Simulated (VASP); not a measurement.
Runs of VASP 6.6.1 on Na2S. The structure is cubic, space group Fm-3m (No. 225). Conventional cell: a = 6.511 Å, b = 6.511 Å, c = 6.511 Å, α = 90.00°, β = 90.00°, γ = 90.00°. Within 3.7 Å of S (site symmetry m-3m) lie 8 Na at 2.82 Å. Na (site symmetry -43m) has 4 S at 2.82 Å and 6 Na at 3.26 Å within 3.7 Å. 

```tsv
level	k mesh	cutoff (eV)	smearing	gap on the mesh (eV)	pressure (GPa)
PBEsol	6 × 6 × 6	500	tetrahedron	2.41	-0.1
PBEsol	6 × 6 × 6	500	gaussian 0.5 eV	2.41	-0.1
PBEsol	2 × 2 × 2	500	gaussian 0.01 eV	(a)	0.7
PBEsol+D4	6 × 6 × 6	500	gaussian 0.01 eV	2.41	-0.5
PBEsol	4 × 4 × 4	500	gaussian 0.01 eV	2.41	-0.1
r2SCAN	6 × 6 × 6	550	gaussian 0.01 eV	3.11	-0.1
PBEsol	6 × 6 × 6, shifted	500	gaussian 0.01 eV	2.66	(b)
PBEsol	6 × 6 × 6	500	gaussian 0.001 eV	2.41	-0.1
```

Alike in all rows: task single point; potentials or basis VASP PAW PBE potentials, release 64 (S, Na_pv); no spin polarisation; cell as given.

Task: Fill in the values left out.

Result: (a) 2.31; (b) 0.0.

Caveats: some runs use coarse meshes; the PAW data sets were made with another functional, which shifts forces and pressure a little.

A k mesh can miss the band edges.
